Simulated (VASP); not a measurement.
# CoSi3Ir (Pm-3m) in VASP: single point with PBE

Aim: the single point of CoSi3Ir with PBE.

Program: VASP 6.6.1. These are calculated values, not measurements. Logs are shortened: lines on timing, memory, paths and dates and some standing lists are left out, and cuts for length are marked.

### 1 The cell of the first run

It takes space group Pm-3m (No. 221, cubic). The conventional cell has a = 4.619 Å, b = 4.619 Å, c = 4.619 Å, α = 90.00°, β = 90.00°, γ = 90.00°. Within 4.3 Å of Co (site symmetry m-3m) lie 12 Si at 3.27 Å and 8 Ir at 4.00 Å. Si (site symmetry 4/mmm) has 2 Ir at 2.31 Å within 3.1 Å. Within 3.1 Å of Ir (site symmetry m-3m) lie 6 Si at 2.31 Å.

### 2 Single point, PBE, collinear spin, ferromagnetic start

Input file INCAR:

```
SYSTEM = CoSi3Ir
PREC = Accurate
ENCUT = 520
EDIFF = 1E-7
ISMEAR = 0
SIGMA = 0.1
LREAL = .False.
LASPH = .True.
NELM = 150
ALGO = Normal
ISIF = 2
LWAVE = .False.
LCHARG = .False.
ISPIN = 2
MAGMOM = 3 0 0 0 0
LORBIT = 11
LMAXMIX = 4
GGA = PE
NBANDS = 27
```

Input file KPOINTS:

```
regular mesh
0
Gamma
  4 4 4
  0 0 0
```

Input file POSCAR:

```
CoSi3Ir
1.0
    4.6190013391      0.0000000000      0.0000000000
    0.0000000000      4.6190013391      0.0000000000
    0.0000000000      0.0000000000      4.6190013391
Co Si Ir
1 3 1
Direct
    0.0000000000      0.0000000000      0.0000000000
    0.0000000000      0.5000000000      0.5000000000
    0.5000000000      0.5000000000      0.0000000000
    0.5000000000      0.0000000000      0.5000000000
    0.5000000000      0.5000000000      0.5000000000
```

Potentials or basis: VASP PAW PBE potentials, release 64 (Co, Si, Ir).

Run with:

```console
$ cat potpaw_PBE.64/Co/POTCAR potpaw_PBE.64/Si/POTCAR potpaw_PBE.64/Ir/POTCAR > POTCAR
$ mpirun -np 1 vasp_std > vasp.out
```

OUTCAR:

```text
SYSTEM = CoSi3Ir
   PREC = Accurate
   ENCUT = 520
   EDIFF = 1E-7
   ISMEAR = 0
   LREAL = .False.
   LASPH = .True.
   NELM = 150
   ISIF = 2
   ISPIN = 2
   LORBIT = 11
   GGA = PE

 ion  position               nearest neighbor table
   1  0.000  0.000  0.000-
   2  0.000  0.500  0.500-   5 2.31   5 2.31
   3  0.500  0.500  0.000-   5 2.31   5 2.31
   4  0.500  0.000  0.500-   5 2.31   5 2.31
   5  0.500  0.500  0.500-   2 2.31   3 2.31   4 2.31   3 2.31   4 2.31   2 2.31

  LATTYP: Found a simple cubic cell.
 ALAT       =     4.6190013391

  Lattice vectors:

 A1 = (   4.6190013391,   0.0000000000,   0.0000000000)
 A2 = (   0.0000000000,   4.6190013391,   0.0000000000)
 A3 = (   0.0000000000,   0.0000000000,   4.6190013391)

Analysis of symmetry for initial positions (statically):
=====================================================================
 Subroutine PRICEL returns:
 Original cell was already a primitive cell.

 Routine SETGRP: Setting up the symmetry group for a
 simple cubic supercell.

 Subroutine GETGRP returns: Found 48 space group operations
 (whereof 48 operations were pure point group operations)
 out of a pool of 48 trial point group operations.

The static configuration has the point symmetry O_h .

Analysis of symmetry for dynamics (positions and initial velocities):
=====================================================================
 Subroutine PRICEL returns:
 Original cell was already a primitive cell.

 Routine SETGRP: Setting up the symmetry group for a
 simple cubic supercell.

 Subroutine GETGRP returns: Found 48 space group operations
 (whereof 48 operations were pure point group operations)
 out of a pool of 48 trial point group operations.

The dynamic configuration has the point symmetry O_h .

Analysis of structural, dynamic, and magnetic symmetry:
=====================================================================
 Subroutine PRICEL returns:
 Original cell was already a primitive cell.

 Routine SETGRP: Setting up the symmetry group for a
 simple cubic supercell.

 Subroutine GETGRP returns: Found 48 space group operations
 (whereof 48 operations were pure point group operations)
 out of a pool of 48 trial point group operations.

The overall configuration has the point symmetry O_h .

 Subroutine INISYM returns: Found 48 space group operations
 (whereof 48 operations are pure point group operations),
 and found     1 'primitive' translations

----------------------------------------------------------------------------------------

                                     Primitive cell

  volume of cell :      98.5472

  direct lattice vectors                    reciprocal lattice vectors
     4.619001339  0.000000000  0.000000000     0.216497015  0.000000000  0.000000000
     0.000000000  4.619001339  0.000000000     0.000000000  0.216497015  0.000000000
     0.000000000  0.000000000  4.619001339     0.000000000  0.000000000  0.216497015

  length of vectors
     4.619001339  4.619001339  4.619001339     0.216497015  0.216497015  0.216497015

  position of ions in fractional coordinates (direct lattice)
     0.000000000  0.000000000  0.000000000
     0.000000000  0.500000000  0.500000000
     0.500000000  0.500000000  0.000000000
     0.500000000  0.000000000  0.500000000
     0.500000000  0.500000000  0.500000000

  ion indices of the primitive-cell ions
   primitive index   ion index
                 1           1
                 2           2
                 3           3
                 4           4
                 5           5

----------------------------------------------------------------------------------------

 KPOINTS: regular mesh

Automatic generation of k-mesh.
 Grid dimensions read from file:
 generate k-points for:    4    4    4

 Generating k-lattice:

  Cartesian coordinates                     Fractional coordinates (reciprocal lattice)
     0.054124254  0.000000000  0.000000000     0.250000000  0.000000000  0.000000000
     0.000000000  0.054124254  0.000000000     0.000000000  0.250000000  0.000000000
     0.000000000  0.000000000  0.054124254     0.000000000  0.000000000  0.250000000

  Length of vectors
     0.054124254  0.054124254  0.054124254

  Shift w.r.t. Gamma in fractional coordinates (k-lattice)
     0.000000000  0.000000000  0.000000000

 Subroutine IBZKPT returns following result:
 ===========================================

 Found     10 irreducible k-points:

 Following reciprocal coordinates:
            Coordinates               Weight
  0.000000  0.000000  0.000000      1.000000
  0.250000  0.000000  0.000000      6.000000
  0.500000  0.000000  0.000000      3.000000
  0.250000  0.250000  0.000000     12.000000
  0.500000  0.250000  0.000000     12.000000
  0.500000  0.500000  0.000000      3.000000
  0.250000  0.250000  0.250000      8.000000
  0.500000  0.250000  0.250000     12.000000
  0.500000  0.500000  0.250000      6.000000
  0.500000  0.500000  0.500000      1.000000
   k-points           NKPTS =     10   k-points in BZ     NKDIM =     10   number of bands    NBANDS=     27
   number of dos      NEDOS =    301   number of ions     NIONS =      5
   total plane-waves  NPLWV =  46656
   dimension x,y,z NGX =    36 NGY =   36 NGZ =   36
   dimension x,y,z NGXF=    72 NGYF=   72 NGZF=   72
   ions per type =               1   3   1
   NGX,Y,Z   is equivalent  to a cutoff of  12.96, 12.96, 12.96 a.u.
   NGXF,Y,Z  is equivalent  to a cutoff of  25.91, 25.91, 25.91 a.u.
 SYSTEM =  CoSi3Ir
   PREC   = accura    normal or accurate (medium, high low for compatibility)
   ISTART =      0    job   : 0-new  1-cont  2-samecut
   ICHARG =      2    charge: 1-file 2-atom 10-const
   ISPIN  =      2    spin polarized calculation?
   LNONCOLLINEAR =      F non collinear calculations
   LSORBIT =      F    spin-orbit coupling
   LASPH  =      T    aspherical Exc in radial PAW
   ENCUT  =  520.0 eV  38.22 Ry    6.18 a.u.   8.59  8.59  8.59*2*pi/ulx,y,z
   NELM   =    150;   NELMIN=  2; NELMDL= -5     # of ELM steps
   EDIFF  = 0.1E-06   stopping-criterion for ELM
   LREAL  =      F    real-space projection
   EDIFFG = 0.1E-05   stopping-criterion for IOM
   NSW    =      0    number of steps for IOM
   IBRION =     -1    ionic relax: 0-MD 1-quasi-New 2-CG
   NFREE  =      0    steps in history (QN), initial steepest desc. (CG)
   ISIF   =      2    stress and relaxation
   ISYM   =      2    0-nonsym 1-usesym 2-fastsym
   POTIM  = 0.5000    time-step for ionic-motion
   TEBEG  =    0.0;   TEEND  =   0.0 temperature during run
   PSTRESS=    0.0 pullay stress
   NELECT =      30.0000    total number of electrons
   NUPDOWN=      -1.0000    fix difference up-down
   EMIN   =  10.00;   EMAX   =-10.00  energy-range for DOS
   EFERMI =   0.00;   METHOD = LEGACY
   ISMEAR =     0;   SIGMA  =   0.10  broadening in eV -4-tet -1-fermi 0-gaus
   EFERMI_NEDOS =   21; number of points for ismear=-14 and -15
   IALGO  =     38    algorithm
   IMIX   =      4    mixing-type and parameters
     AMIX     =   0.40;   BMIX     =  1.00
     AMIX_MAG =   1.60;   BMIX_MAG =  1.00
  volume/ion in A,a.u.               =      19.71       133.01
  Fermi-wavevector in a.u.,A,eV,Ry     =   1.101287  2.081131 16.501594  1.212833
  Thomas-Fermi vector in A             =   2.237712
   LORBIT       =     11    0 simple, 1 ext, 2 COOP (PROOUT), +10 PAW based schemes
   GGA     = PE    functional components
   LHFCALC =     F    Hartree Fock is set to
   AEXX    =    0.0000 exact exchange contribution
   IVDW    =     0    specifies the selected vdW correction
   LEPSILON=     F    determine dielectric tensor
   LRPA    =     F    only Hartree local field effects (RPA)
 spin polarized calculation
 Gauss-broadening in eV      SIGMA  =   0.10
  energy-cutoff  :      520.00
  volume of cell :       98.55
 maximum number of plane-waves:      2680
 NGX is ok and might be reduce to    36
   NGX = 17   NGY = 17   NGZ = 17

 number of electron      30.0000009 magnetization       1.2042407

 Free energy of the ion-electron system (eV)
  ---------------------------------------------------
  ext. energy  EPLUGINS =         0.00000000
  ---------------------------------------------------
  free energy    TOTEN  =       -27.73402815 eV

  energy without entropy =      -27.71159539  energy(sigma->0) =      -27.72281177

 E-fermi :   6.2254     XC(G=0): -10.2040

 val. band max:        6.2185947796   @ k =   0.5000   0.2500   0.0000
 cond. band min:       6.2287260727   @ k =   0.5000   0.2500   0.0000
 fundamental gap:      0.0101312931
 Fermi energy:         6.2254083383

 spin component 1

 k-point     1 :       0.0000    0.0000    0.0000
  band No.  band energies     occupation
      1      -5.2273      1.00000
      2      -2.0089      1.00000
      3      -2.0089      1.00000
      4       2.2269      1.00000
      5       2.2269      1.00000
      6       2.2269      1.00000
[... 19 lines left out ...]
     26      12.6372      0.00000
     27      14.3699      0.00000

 k-point     2 :       0.2500    0.0000    0.0000
  band No.  band energies     occupation
      1      -4.8674      1.00000
      2      -2.0234      1.00000
      3      -1.9490      1.00000
      4       1.1285      1.00000
      5       1.7940      1.00000
      6       1.7940      1.00000
[... 229 lines left out ...]
     26      14.4077      0.00000
     27      14.4077      0.00000

 k-point    10 :       0.5000    0.5000    0.5000
  band No.  band energies     occupation
      1      -1.2887      1.00000
      2      -1.2887      1.00000
      3      -1.2887      1.00000
      4      -1.0272      1.00000
      5       0.5378      1.00000
      6       0.5378      1.00000
[... 19 lines left out ...]
     26      14.5239      0.00000
     27      14.5239      0.00000
 Fermi energy:         6.2254083383

 spin component 2

 k-point     1 :       0.0000    0.0000    0.0000
  band No.  band energies     occupation
      1      -5.3412      1.00000
      2      -2.1241      1.00000
      3      -2.1241      1.00000
      4       2.1502      1.00000
      5       2.1502      1.00000
      6       2.1502      1.00000
[... 19 lines left out ...]
     26      12.7503      0.00000
     27      14.3277      0.00000

 k-point     2 :       0.2500    0.0000    0.0000
  band No.  band energies     occupation
      1      -4.9810      1.00000
      2      -2.1486      1.00000
      3      -2.0642      1.00000
      4       1.0498      1.00000
      5       1.6977      1.00000
      6       1.6977      1.00000
[... 232 lines left out ...]
 k-point    10 :       0.5000    0.5000    0.5000
  band No.  band energies     occupation
      1      -1.4270      1.00000
      2      -1.4270      1.00000
      3      -1.4270      1.00000
      4      -1.0646      1.00000
      5       0.4039      1.00000
      6       0.4039      1.00000
[... 19 lines left out ...]
     26      14.3118      0.00000
     27      14.3118      0.00000

------------------------ aborting loop because EDIFF is reached ----------------------------------------

  FORCE on cell =-STRESS in cart. coord.  units (eV):
  Direction    XX          YY          ZZ          XY          YZ          ZX
  --------------------------------------------------------------------------------------
  -------------------------------------------------------------------------------------
  Total        0.1895392      0.1895392      0.1895392      0.0000000      0.0000000     -0.0000000
  in kB        3.0815223      3.0815223      3.0815223      0.0000000      0.0000000     -0.0000000
  external PRESSURE =       3.0815223 kB  Pullay stress =       0.0000000 kB

 VOLUME and BASIS-vectors are now :
 -----------------------------------------------------------------------------
  energy-cutoff  :      520.00
  volume of cell :       98.55
      direct lattice vectors                 reciprocal lattice vectors
     4.619001339  0.000000000  0.000000000     0.216497015  0.000000000  0.000000000
     0.000000000  4.619001339  0.000000000     0.000000000  0.216497015  0.000000000
     0.000000000  0.000000000  4.619001339     0.000000000  0.000000000  0.216497015

 POSITION                                       TOTAL-FORCE (eV/Angst)
 -----------------------------------------------------------------------------------
      0.00000      0.00000      0.00000         0.000000      0.000000      0.000000
      0.00000      2.30950      2.30950         0.000000      0.000000      0.000000
      2.30950      2.30950      0.00000         0.000000      0.000000      0.000000
      2.30950      0.00000      2.30950         0.000000      0.000000      0.000000
      2.30950      2.30950      2.30950         0.000000      0.000000      0.000000
 -----------------------------------------------------------------------------------
    total drift:                                0.000000      0.000000      0.000000

  FREE ENERGIE OF THE ION-ELECTRON SYSTEM (eV)
  ---------------------------------------------------
  free  energy   TOTEN  =       -27.7340281533 eV

  energy  without entropy=      -27.7115953874  energy(sigma->0) =      -27.72281177

 total charge

# of ion       s       p       d       tot
------------------------------------------
    1        0.397   0.096   7.211   7.704
    2        0.843   0.707   0.000   1.549
    3        0.843   0.707   0.000   1.549
    4        0.843   0.707   0.000   1.549
    5        0.773   0.919   7.402   9.093
--------------------------------------------------
tot          3.697   3.135  14.613  21.444

 magnetization (x)

# of ion       s       p       d       tot
------------------------------------------
    1        0.042  -0.000   1.755   1.796
    2       -0.012  -0.038   0.000  -0.050
    3       -0.012  -0.038   0.000  -0.050
    4       -0.012  -0.038   0.000  -0.050
    5       -0.010   0.008  -0.144  -0.146
--------------------------------------------------
tot         -0.004  -0.107   1.611   1.500
```

Run time: 83 s. Hardware: 1 thread of AMD EPYC 7R43 (Zen 3), shared host; peak memory 0.22 GiB.

Results:

```yaml
Free_energy: -27.7340 eV
Pressure: 0.3 GPa
Net_moment: 1.20 μB per cell
Site_moments: Co +1.80; Si -0.05; Ir -0.15 μB
Valence_electrons_inside_the_program's_atomic_spheres: Co 7.70; Si 1.55; Ir 9.09
```

Caveat: spin-orbit coupling is left out, which moves the levels of the heavy elements.
